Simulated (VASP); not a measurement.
Write the native input for VASP 6.6.1 that does the following.

- Task: single point
- Functional: PBEsol
- Potentials or basis: VASP PAW PBE potentials, release 64 (W_sv, C, F)
- Cutoff: 520 eV
- k mesh: 3 × 3 × 1
- Occupations: fermi-dirac, width 0.1 eV
- Spin: no spin polarisation
- Dipole correction: no
- Further INCAR settings: LREAL = Auto; ALGO = Normal; EDIFF = 1e-06; NBANDS = 96

The structure of W8C9F2 lies in POSCAR:

```
W8C9F2
1.0
    5.8102400000      0.0000000000      0.0000000000
    0.0000000000      5.6737800000      0.0000000000
    0.0000000000      0.0000000000     19.1931800000
W C F
8 9 2
Direct
    0.0000000000      0.0000000000      0.0521018403
    0.2604023242     -0.0068913493      0.1829243513
    0.0000000000      0.5000017625      0.0521018403
    0.2441895688      0.5029451265      0.1830702364
    0.4999965578      0.0000000000      0.0521018403
    0.7708115327      0.0000176249      0.1876812493
    0.4999965578      0.5000017625      0.0521018403
    0.7223453764      0.4851086930      0.1851803609
    0.0167635072      0.2452862113      0.1495948040
    0.2681989040      0.2558787969      0.2662143532
   -0.0152489398      0.7644286525      0.1349958683
    0.5119754089      0.7814367141      0.2282529524
    0.4909779975      0.2375136153      0.1443429385
    0.8496206697      0.2696967454      0.2537411726
    0.7366649226      0.7558276845      0.0890212044
    0.9590997962      0.7486719612      0.2267263684
    0.8634066751      0.0780079594      0.3009767011
    1.4119726552      0.2930145335      0.3145283898
    1.0114384260      0.0137121989      0.3441639166
```

These files were run (other wordings do the same):

INCAR

```
SYSTEM = W8C9F2
PREC = Accurate
ENCUT = 520
EDIFF = 1E-6
ISMEAR = -1
SIGMA = 0.1
LREAL = Auto
LASPH = .True.
NELM = 80
ALGO = Normal
ISIF = 2
LWAVE = .False.
LCHARG = .False.
GGA = PS
NBANDS = 96
```

KPOINTS

```
Automatic mesh
0
Gamma
  3 3 1
  0 0 0
```

Potentials or basis: VASP PAW PBE potentials, release 64 (W_sv, C, F).

Run with:

```console
$ cat potpaw_PBE.64/W_sv/POTCAR potpaw_PBE.64/C/POTCAR potpaw_PBE.64/F/POTCAR > POTCAR
$ mpirun -np 1 vasp_std > vasp.out
```

Results of the run:

```json
{
 "Largest force": "7.333 eV/Å",
 "Band gap on the k mesh": "zero (bands 81 and 82 overlap by 0.08 eV)"
}
```

Caveat: the k points lie up to 0.37 Å⁻¹ apart; there is no dipole correction, which matters where the two faces differ; the PAW data sets were made with another functional, which shifts forces and pressure a little; spin-orbit coupling is left out, which moves the levels of the heavy elements.

Wall time 16 min on 1 thread of Oxide Virtual Turin-like Processor (shared host), peak memory 0.66 GiB.
